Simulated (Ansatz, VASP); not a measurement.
## Two plane-wave programs on Fe2Ge

```
CELL_PARAMETERS angstrom
4.13287 0.00000 0.00000
-2.06643 3.57917 0.00000
0.00000 0.00000 5.00875
ATOMIC_POSITIONS crystal
Fe 0.00000 0.00000 0.00000
Fe 0.00000 0.00000 0.50000
Fe 0.66667 0.33333 0.75000
Fe 0.33333 0.66667 0.25000
Ge 0.66667 0.33333 0.25000
Ge 0.33333 0.66667 0.75000
```

Alike in both runs: task single point; functional PBEsol; dispersion D3(BJ); k mesh 6 × 6 × 4; occupations gaussian, width 0.1 eV; collinear spin.

```csv
,VASP,Ansatz
version,VASP 6.6.1,Ansatz 0.2.0
potentials or method,"VASP PAW PBE potentials, release 64 (Fe, Ge_d), cutoff 600 eV","scalar-relativistic, plane waves, PAW"
valence electrons in the cell,60,92
```

Ansatz gave:

| Item | Value |
| --- | --- |
| gap on the k mesh at the Fermi level (eV) | none |
| pressure (GPa) | -12.8 |
| traceless stress, the component that is largest in VASP (GPa) | 0.25 |
| net moment per atom (μB) | 1.34 |
| size of the moment on the site where the two differ most (μB) | 1.61 |

Problem. What did VASP give for the same quantities?

Solution. gap on the k mesh at the Fermi level (eV): none; pressure (GPa): -12.6; traceless stress, the component that is largest in VASP (GPa): 0.15; net moment per atom (μB): 1.34; size of the moment on the site where the two differ most (μB): 1.64.

VASP's potentials were made for PBE, not for PBEsol. Site moments also hang on the region over which each program counts them. A gap of «none» marks a metal or a gap that the smearing closes. VASP's potentials hold 60 valence electrons a cell and Ansatz's 92, so a difference there can come from the potentials and not from the codes.
